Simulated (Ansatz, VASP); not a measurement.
## One calculation of KF, two programs

```
K F
1.0
     0.00000    2.58172    2.67853
     2.76244    0.00000    2.67853
     2.76244    2.58172    0.00000
K F
1 1
Direct
  0.00000 0.00000 0.00000
  0.50000 0.50000 0.50000
```

Change from the starting cell: normal strain along x +0.0700, normal strain along z +0.0375.

Alike in both runs: task single point; functional LDA; k mesh 8 × 8 × 8; occupations gaussian, width 0.05 eV; no spin polarisation.

|  | VASP | Ansatz |
| --- | --- | --- |
| version | VASP 6.6.1 | Ansatz 0.2.0 |
| potentials or method | VASP PAW LDA potentials, release 64 (K_sv, F), cutoff 520 eV | scalar-relativistic, plane waves, PAW |
| valence electrons in the cell | 16 | 16 |

Ansatz gave:

| Quantity | Value |
| --- | --- |
| gap on the k mesh at the Fermi level (eV) | 5.72 |
| least direct gap on the mesh (eV) | 5.72 |
| pressure (GPa) | -3.2 |
| traceless stress, the component that is largest in VASP (GPa) | 1.59 |

Question: Which values does VASP return?

Answer: gap on the k mesh at the Fermi level (eV): 5.71; least direct gap on the mesh (eV): 5.71; pressure (GPa): -3.1; traceless stress, the component that is largest in VASP (GPa): 1.69.

LDA's correlation is that of Perdew and Zunger in VASP and of Perdew and Wang (1992) in Ansatz.
